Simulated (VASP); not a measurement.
# TiAl (P-6m2) in VASP: a series of runs

Runs on TiAl. Level: LDA. Tasks: single point.

Everything below comes from runs of VASP 6.6.1. Logs are shortened: lines on timing, memory, paths and dates and some standing lists are left out, and cuts for length are marked.

## (1) The cell of the first run

It takes space group P-6m2 (No. 187, hexagonal). The conventional cell has a = 2.885 Å, b = 2.885 Å, c = 4.709 Å, α = 90.00°, β = 90.00°, γ = 120.00°. Ti (site symmetry -6m2) has 6 Al at 2.88 Å and 6 Ti at 2.89 Å within 3.8 Å. Within 3.8 Å of Al (site symmetry -6m2) lie 6 Ti at 2.88 Å and 6 Al at 2.89 Å.

## (2) Single point, LDA, collinear spin (16.97 Å³/atom)

INCAR

```
PREC = Accurate
ENCUT = 520
EDIFF = 1E-6
ISMEAR = 0
SIGMA = 0.15
LREAL = False
LASPH = True
NELM = 150
ALGO = Normal
ISIF = 2
LWAVE = False
LCHARG = False
ISPIN = 2
MAGMOM = 0.25 0
LORBIT = 11
NUPDOWN = 0.25
LMAXMIX = 4
NBANDS = 18
```

KPOINTS

```
regular mesh
0
Gamma
  21 21 12
```

POSCAR

```
TiAl
1.0
    2.8851007109      0.0000000000      0.0000000000
   -1.4425503555      2.4985705081      0.0000000000
    0.0000000000      0.0000000000      4.7093569155
Ti Al
1 1
Direct
    0.0000000000      0.0000000000      0.0000000000
    0.3333333333      0.6666666667      0.5000000000
```

Potentials or basis: VASP PAW LDA potentials, release 64 (Ti_sv, Al).

On the command line:

```
cat potpaw_LDA.64/Ti_sv/POTCAR potpaw_LDA.64/Al/POTCAR > POTCAR
mpirun -np 1 vasp_std > vasp.out
```

OUTCAR:

```text
PREC = Accurate
   ENCUT = 520
   EDIFF = 1E-6
   ISMEAR = 0
   LREAL = False
   LASPH = True
   NELM = 150
   ISIF = 2
   ISPIN = 2
   LORBIT = 11
   NUPDOWN = 0.25

 ion  position               nearest neighbor table
   1  0.000  0.000  0.000-   2 2.88   2 2.88   2 2.88   2 2.88   2 2.88   2 2.88
   2  0.333  0.667  0.500-   1 2.88   1 2.88   1 2.88   1 2.88   1 2.88   1 2.88

  LATTYP: Found a hexagonal cell.
 ALAT       =     2.8851007109
 C/A-ratio  =     1.6323024350

  Lattice vectors:

 A1 = (   2.8851007109,   0.0000000000,   0.0000000000)
 A2 = (  -1.4425503555,   2.4985705081,   0.0000000000)
 A3 = (   0.0000000000,   0.0000000000,   4.7093569155)

Analysis of symmetry for initial positions (statically):
=====================================================================
 Subroutine PRICEL returns:
 Original cell was already a primitive cell.

 Routine SETGRP: Setting up the symmetry group for a
 hexagonal supercell.

 Subroutine GETGRP returns: Found 12 space group operations
 (whereof 12 operations were pure point group operations)
 out of a pool of 24 trial point group operations.

The static configuration has the point symmetry D_3h.

Analysis of symmetry for dynamics (positions and initial velocities):
=====================================================================
 Subroutine PRICEL returns:
 Original cell was already a primitive cell.

 Routine SETGRP: Setting up the symmetry group for a
 hexagonal supercell.

 Subroutine GETGRP returns: Found 12 space group operations
 (whereof 12 operations were pure point group operations)
 out of a pool of 24 trial point group operations.

The dynamic configuration has the point symmetry D_3h.

Analysis of structural, dynamic, and magnetic symmetry:
=====================================================================
 Subroutine PRICEL returns:
 Original cell was already a primitive cell.

 Routine SETGRP: Setting up the symmetry group for a
 hexagonal supercell.

 Subroutine GETGRP returns: Found 12 space group operations
 (whereof 12 operations were pure point group operations)
 out of a pool of 24 trial point group operations.

The overall configuration has the point symmetry D_3h.

 Subroutine INISYM returns: Found 12 space group operations
 (whereof 12 operations are pure point group operations),
 and found     1 'primitive' translations

----------------------------------------------------------------------------------------

                                     Primitive cell

  volume of cell :      33.9480

  direct lattice vectors                    reciprocal lattice vectors
     2.885100711  0.000000000  0.000000000     0.346608351  0.200114425  0.000000000
    -1.442550356  2.498570508  0.000000000     0.000000000  0.400228850  0.000000000
     0.000000000  0.000000000  4.709356915     0.000000000  0.000000000  0.212343218

  length of vectors
     2.885100711  2.885100711  4.709356915     0.400228850  0.400228850  0.212343218

  position of ions in fractional coordinates (direct lattice)
     0.000000000  0.000000000  0.000000000
     0.333333333  0.666666667  0.500000000

  ion indices of the primitive-cell ions
   primitive index   ion index
                 1           1
                 2           2

----------------------------------------------------------------------------------------

 KPOINTS: regular mesh

Automatic generation of k-mesh.
 Grid dimensions read from file:
 generate k-points for:   21   21   12

 Generating k-lattice:

  Cartesian coordinates                     Fractional coordinates (reciprocal lattice)
     0.016505160  0.009529258  0.000000000     0.047619048  0.000000000  0.000000000
     0.000000000  0.019058517  0.000000000     0.000000000  0.047619048  0.000000000
     0.000000000  0.000000000  0.017695268     0.000000000  0.000000000  0.083333333

  Length of vectors
     0.019058517  0.019058517  0.017695268

  Shift w.r.t. Gamma in fractional coordinates (k-lattice)
     0.000000000  0.000000000  0.000000000

 Subroutine IBZKPT returns following result:
 ===========================================

 Found    336 irreducible k-points:

 Following reciprocal coordinates:
            Coordinates               Weight
  0.000000  0.000000  0.000000      1.000000
  0.047619  0.000000  0.000000      6.000000
  0.095238 -0.000000  0.000000      6.000000
  0.142857 -0.000000  0.000000      6.000000
  0.190476 -0.000000  0.000000      6.000000
  0.238095  0.000000  0.000000      6.000000
[... 16 lines left out ...]
  0.142857  0.095238  0.000000     12.000000
  0.190476  0.095238  0.000000     12.000000
 [... further k-points ...]
   k-points           NKPTS =    336   k-points in BZ     NKDIM =    336   number of bands    NBANDS=     18
   number of dos      NEDOS =    301   number of ions     NIONS =      2
   total plane-waves  NPLWV =  20736
   dimension x,y,z NGX =    24 NGY =   24 NGZ =   36
   dimension x,y,z NGXF=    48 NGYF=   48 NGZF=   72
   ions per type =               1   1
   NGX,Y,Z   is equivalent  to a cutoff of  13.83, 13.83, 12.71 a.u.
   NGXF,Y,Z  is equivalent  to a cutoff of  27.66, 27.66, 25.42 a.u.
 SYSTEM =  unknown system
   PREC   = accura    normal or accurate (medium, high low for compatibility)
   ISTART =      0    job   : 0-new  1-cont  2-samecut
   ICHARG =      2    charge: 1-file 2-atom 10-const
   ISPIN  =      2    spin polarized calculation?
   LNONCOLLINEAR =      F non collinear calculations
   LSORBIT =      F    spin-orbit coupling
   LASPH  =      T    aspherical Exc in radial PAW
   ENCUT  =  520.0 eV  38.22 Ry    6.18 a.u.   5.36  5.36  8.76*2*pi/ulx,y,z
   NELM   =    150;   NELMIN=  2; NELMDL= -5     # of ELM steps
   EDIFF  = 0.1E-05   stopping-criterion for ELM
   LREAL  =      F    real-space projection
   EDIFFG = 0.1E-04   stopping-criterion for IOM
   NSW    =      0    number of steps for IOM
   IBRION =     -1    ionic relax: 0-MD 1-quasi-New 2-CG
   NFREE  =      0    steps in history (QN), initial steepest desc. (CG)
   ISIF   =      2    stress and relaxation
   ISYM   =      2    0-nonsym 1-usesym 2-fastsym
   POTIM  = 0.5000    time-step for ionic-motion
   TEBEG  =    0.0;   TEEND  =   0.0 temperature during run
   PSTRESS=    0.0 pullay stress
   NELECT =      15.0000    total number of electrons
[... 34 lines left out ...]

  energy without entropy =      -13.16692268  energy(sigma->0) =      -13.18121691

 E-fermi :   7.4325     XC(G=0): -11.0710

 val. band max:        7.4963282090   @ k =   0.3333   0.2381   0.3333
 cond. band min:       7.4332916068   @ k =   0.2381   0.0952   0.4167
 fundamental gap:     -0.0630366022
 Fermi energy:         7.4974675397

 spin component 1

 k-point     1 :       0.0000    0.0000    0.0000
  band No.  band energies     occupation
      1     -48.4788      1.00000
      2     -25.1745      1.00000
      3     -24.7753      1.00000
      4     -24.7753      1.00000
      5      -1.3750      1.00000
      6       5.1149      1.00000
[... 10 lines left out ...]
     17      21.3150      0.00000
     18      24.3779      0.00000

 k-point     2 :       0.0476    0.0000    0.0000
  band No.  band energies     occupation
      1     -48.4767      1.00000
      2     -25.1725      1.00000
      3     -24.7881      1.00000
      4     -24.7782      1.00000
      5      -1.3194      1.00000
      6       5.1763      1.00000
[... 10 lines left out ...]
     17      22.0229      0.00000
     18      24.4290      0.00000

 k-point     3 :       0.0952   -0.0000    0.0000
  band No.  band energies     occupation
      1     -48.4707      1.00000
      2     -25.1667      1.00000
      3     -24.8253      1.00000
      4     -24.7867      1.00000
      5      -1.1532      1.00000
      6       5.3550      1.00000
[... 10 lines left out ...]
     17      22.9087      0.00000
     18      23.2024      0.00000

 k-point     4 :       0.1429   -0.0000    0.0000
  band No.  band energies     occupation
      1     -48.4614      1.00000
      2     -25.1575      1.00000
      3     -24.8833      1.00000
      4     -24.7998      1.00000
      5      -0.8784      1.00000
      6       5.6326      1.00000
[... 375 lines left out ...]
      4     -24.8107      1.00000
      5      -0.7146      1.00000
      6       5.7288      1.00000
[... 10 lines left out ...]
     17      22.0501      0.00000
     18      23.7770      0.00000

 k-point    23 :       0.1429    0.0952    0.0000
  band No.  band energies     occupation
      1     -48.4446      1.00000
      2     -25.1411      1.00000
      3     -24.9786      1.00000
      4     -24.8305      1.00000
      5      -0.3359      1.00000
      6       5.7660      1.00000
[... 10 lines left out ...]
     17      22.8574      0.00000
     18      23.0533      0.00000

 k-point    24 :       0.1905    0.0952    0.0000
  band No.  band energies     occupation
      1     -48.4317      1.00000
      2     -25.1285      1.00000
      3     -25.0522      1.00000
      4     -24.8530      1.00000
      5       0.1442      1.00000
      6       5.8103      1.00000
[... 10 lines left out ...]
     17      22.4075      0.00000
     18      23.3783      0.00000

 [... further k-points ...]

 spin component 2

 k-point     1 :       0.0000    0.0000    0.0000
  band No.  band energies     occupation
      1     -48.3577      1.00000
      2     -25.0658      1.00000
      3     -24.6487      1.00000
      4     -24.6487      1.00000
      5      -1.3172      1.00000
      6       5.2594      1.00000
[... 10 lines left out ...]
     17      21.4371      0.00000
     18      24.4400      0.00000

 k-point     2 :       0.0476    0.0000    0.0000
  band No.  band energies     occupation
      1     -48.3556      1.00000
      2     -25.0638      1.00000
      3     -24.6615      1.00000
      4     -24.6516      1.00000
      5      -1.2616      1.00000
      6       5.3208      1.00000
[... 10 lines left out ...]
     17      22.1177      0.00000
     18      24.4926      0.00000

 k-point     3 :       0.0952   -0.0000    0.0000
  band No.  band energies     occupation
      1     -48.3497      1.00000
      2     -25.0579      1.00000
      3     -24.6986      1.00000
      4     -24.6601      1.00000
      5      -1.0956      1.00000
      6       5.4994      1.00000
[... 10 lines left out ...]
     17      23.0059      0.00000
     18      23.2678      0.00000

 k-point     4 :       0.1429   -0.0000    0.0000
  band No.  band energies     occupation
      1     -48.3403      1.00000
      2     -25.0487      1.00000
      3     -24.7565      1.00000
      4     -24.6732      1.00000
      5      -0.8210      1.00000
      6       5.7766      1.00000
[... 375 lines left out ...]
      4     -24.6840      1.00000
      5      -0.6574      1.00000
      6       5.8039      1.00000
[... 10 lines left out ...]
     17      22.0940      0.00000
     18      23.8446      0.00000

 k-point    23 :       0.1429    0.0952    0.0000
  band No.  band energies     occupation
      1     -48.3236      1.00000
      2     -25.0324      1.00000
      3     -24.8515      1.00000
      4     -24.7038      1.00000
      5      -0.2789      1.00000
      6       5.8436      1.00000
[... 10 lines left out ...]
     17      22.9194      0.00000
     18      23.1220      0.00000

 k-point    24 :       0.1905    0.0952    0.0000
  band No.  band energies     occupation
      1     -48.3107      1.00000
      2     -25.0198      1.00000
      3     -24.9249      1.00000
      4     -24.7262      1.00000
      5       0.2010      1.00000
      6       5.8907      1.00000
[... 10 lines left out ...]
     17      22.4771      0.00000
     18      23.4795      0.00000

 [... further k-points ...]
[... 5 lines left out ...]
  --------------------------------------------------------------------------------------
  -------------------------------------------------------------------------------------
  Total       -1.5172182     -1.5172182     -1.8756517      0.0000000      0.0000000     -0.0000000
  in kB      -71.6051778    -71.6051778    -88.5214647      0.0000000      0.0000000     -0.0000000
  external PRESSURE =     -77.2439401 kB  Pullay stress =       0.0000000 kB

 VOLUME and BASIS-vectors are now :
 -----------------------------------------------------------------------------
  energy-cutoff  :      520.00
  volume of cell :       33.95
      direct lattice vectors                 reciprocal lattice vectors
     2.885100711  0.000000000  0.000000000     0.346608351  0.200114425  0.000000000
    -1.442550356  2.498570508  0.000000000     0.000000000  0.400228850  0.000000000
     0.000000000  0.000000000  4.709356915     0.000000000  0.000000000  0.212343218

 POSITION                                       TOTAL-FORCE (eV/Angst)
 -----------------------------------------------------------------------------------
      0.00000      0.00000      0.00000         0.000000      0.000000      0.000000
     -0.00000      1.66571      2.35468        -0.000000      0.000000      0.000000
 -----------------------------------------------------------------------------------
    total drift:                                0.000000     -0.000000      0.000000

  FREE ENERGIE OF THE ION-ELECTRON SYSTEM (eV)
  ---------------------------------------------------
  free  energy   TOTEN  =       -13.1955111339 eV

  energy  without entropy=      -13.1669226834  energy(sigma->0) =      -13.18121691

 total charge

# of ion       s       p       d       tot
------------------------------------------
    1        2.217   6.124   1.919  10.260
    2        0.437   0.374   0.000   0.810
--------------------------------------------------
tot          2.654   6.497   1.919  11.070

 magnetization (x)

# of ion       s       p       d       tot
------------------------------------------
    1        0.002   0.014   0.132   0.148
    2        0.001   0.005   0.000   0.006
--------------------------------------------------
tot          0.003   0.019   0.132   0.154
```

It took 4.4 min on 1 thread of Intel Xeon Platinum 8175M at 2.50GHz (Skylake/Cascade Lake), shared host; peak memory 0.39 GiB.

What came out:

| Quantity | Value |
| --- | --- |
| Free energy | -13.1955 eV |
| Pressure | -7.7 GPa |
| Net moment | 0.25 μB per cell |
| Site moments | Ti +0.15; Al +0.01 μB |
| Valence electrons inside the program's atomic spheres | Ti 10.26; Al 0.81 |

Stress tensor (GPa, compression positive):
```
-7.16  0.00  0.00
 0.00 -7.16  0.00
 0.00  0.00 -8.85
```

Caveat: the cell stands under tension; the total moment is fixed, so each spin has its own Fermi level.

## (3) Single point, LDA, collinear spin (15.09 Å³/atom)

This run uses another cell than the first one, of 15.09 Å³/atom.

INCAR

```
SYSTEM = TiAl
PREC = Accurate
ENCUT = 520
EDIFF = 1E-7
ISMEAR = 0
SIGMA = 0.15
LREAL = .FALSE.
LASPH = .TRUE.
NELM = 150
ALGO = Fast
ISIF = 2
LWAVE = .FALSE.
LCHARG = .FALSE.
ISPIN = 2
MAGMOM = 0.875 0
LORBIT = 11
NUPDOWN = 0.875
LMAXMIX = 4
NBANDS = 18
```

KPOINTS

```
regular mesh
0
G
  21 21 12
  0 0 0
```

POSCAR

```
TiAl
1.0
    2.7740235071      0.0000000000      0.0000000000
   -1.3870117535      2.4023748278      0.0000000000
    0.0000000000      0.0000000000      4.5280453252
Ti Al
1 1
Direct
    0.0000000000      0.0000000000      0.0000000000
    0.3333333333      0.6666666667      0.5000000000
```

Potentials or basis: VASP PAW LDA potentials, release 64 (Ti_sv, Al).

On the command line:

```
cat potpaw_LDA.64/Ti_sv/POTCAR potpaw_LDA.64/Al/POTCAR > POTCAR
mpirun -np 1 vasp_std > vasp.out
```

It took 4.5 min on 1 thread of Intel Xeon 6975P-C (Granite Rapids), shared host; peak memory 0.36 GiB.

Results (log left out):

```
Free energy                                           : -13.1574 eV
Pressure                                              : 6.1 GPa
Net moment                                            : 0.88 μB per cell
Site moments                                          : Ti +0.53; Al +0.03 μB
Valence electrons inside the program's atomic spheres : Ti 10.41; Al 0.86
```

Stress tensor (GPa, compression positive):
```
6.95 0.00 0.00
0.00 6.95 0.00
0.00 0.00 4.34
```

Caveat: the cell stands under pressure; the total moment is fixed, so each spin has its own Fermi level.

## (4) Single point, LDA, collinear spin (15.72 Å³/atom)

This run uses another cell than the first one, of 15.72 Å³/atom.

INCAR

```
SYSTEM = TiAl
ALGO = Fast
EDIFF = 1E-6
ENCUT = 520
GGA = CA
ISIF = 2
ISMEAR = 0
ISPIN = 2
LASPH = .True.
LCHARG = .False.
LMAXMIX = 4
LORBIT = 11
LREAL = .False.
LWAVE = .False.
MAGMOM = 0.75 0
NBANDS = 18
NELM = 150
NUPDOWN = 0.75
PREC = Accurate
SIGMA = 0.15
```

KPOINTS

```
k-points
0
Gamma
  21 21 12
  0 0 0
```

POSCAR

```
TiAl
1.0
    2.8120068102      0.0000000000      0.0000000000
   -1.4060034051      2.4352693333      0.0000000000
    0.0000000000      0.0000000000      4.5900455634
Ti Al
1 1
Direct
    0.0000000000      0.0000000000      0.0000000000
    0.3333333333      0.6666666667      0.5000000000
```

On the command line:

```
cat potpaw_LDA.64/Ti_sv/POTCAR potpaw_LDA.64/Al/POTCAR > POTCAR
mpirun -np 1 vasp_std > vasp.out
```

It took 3.6 min on 1 thread of Intel Xeon 6975P-C (Granite Rapids), shared host; peak memory 0.37 GiB.

Results (log left out):

```
Free energy                                           : -13.2092 eV
Pressure                                              : 0.6 GPa
Net moment                                            : 0.75 μB per cell
Site moments                                          : Ti +0.45; Al +0.02 μB
Valence electrons inside the program's atomic spheres : Ti 10.36; Al 0.84
```

Stress tensor (GPa, compression positive):
```
 1.48  0.00  0.00
 0.00  1.48  0.00
 0.00  0.00 -1.16
```

Caveat: the total moment is fixed, so each spin has its own Fermi level.

## (5) Single point, LDA, collinear spin (16.97 Å³/atom)

INCAR

```
  PREC = Accurate
  ENCUT = 520
  EDIFF = 1E-7
  ISMEAR = 0
  SIGMA = 0.15
  LREAL = F
  LASPH = T
  NELM = 150
  ALGO = Normal
  ISIF = 2
  LWAVE = F
  LCHARG = F
  ISPIN = 2
  MAGMOM = 0.375 0
  LORBIT = 11
  NUPDOWN = 0.375
  LMAXMIX = 4
  GGA = CA
  NBANDS = 18
```

KPOINTS

```
Automatic mesh
0
Gamma
  21 21 12
```

POSCAR

```
TiAl
1.0
    2.8851007109      0.0000000000      0.0000000000
   -1.4425503555      2.4985705081      0.0000000000
    0.0000000000      0.0000000000      4.7093569155
Ti Al
1 1
Direct
    0.0000000000      0.0000000000      0.0000000000
    0.3333333333      0.6666666667      0.5000000000
```

On the command line:

```
cat potpaw_LDA.64/Ti_sv/POTCAR potpaw_LDA.64/Al/POTCAR > POTCAR
mpirun -np 1 vasp_std > vasp.out
```

It took 7.8 min on 1 thread of Oxide Virtual Turin-like, shared host; peak memory 0.35 GiB.

The run converged. Its results:

- Free energy: -13.1902 eV
- Pressure: -7.6 GPa
- Net moment: 0.38 μB per cell
- Site moments: Ti +0.22; Al +0.01 μB
- Valence electrons inside the program's atomic spheres: Ti 10.26; Al 0.81

Stress tensor (GPa, compression positive):
```
-6.95  0.00  0.00
 0.00 -6.95  0.00
 0.00  0.00 -8.98
```

Caveat: the cell stands under tension; the total moment is fixed, so each spin has its own Fermi level.

## (6) The runs side by side

| fixed moment (μB) | cell | pressure (GPa) | moment (μB) |
| --- | --- | --- | --- |
| 0.25 | a = 2.885, b = 2.885, c = 4.709 Å, angles 90.0, 90.0, 120.0°, 2 atoms | -7.7 | 0.25 |
| 0.875 | a = 2.774, b = 2.774, c = 4.528 Å, angles 90.0, 90.0, 120.0°, 2 atoms | 6.1 | 0.88 |
| 0.75 | a = 2.812, b = 2.812, c = 4.590 Å, angles 90.0, 90.0, 120.0°, 2 atoms | 0.6 | 0.75 |
| 0.375 | a = 2.885, b = 2.885, c = 4.709 Å, angles 90.0, 90.0, 120.0°, 2 atoms | -7.6 | 0.38 |

Alike in all rows: task single point; level LDA; potentials or basis VASP PAW LDA potentials, release 64 (Ti_sv, Al); spin collinear; k mesh 21 × 21 × 12; cutoff (eV) 520; smearing gaussian 0.15 eV.

Caveats: the total moment is fixed, so each spin has its own Fermi level; the cell stands under tension (at least some runs); the cell stands under pressure (at least some runs).

Absolute energies hang on the potentials; compare differences alone.
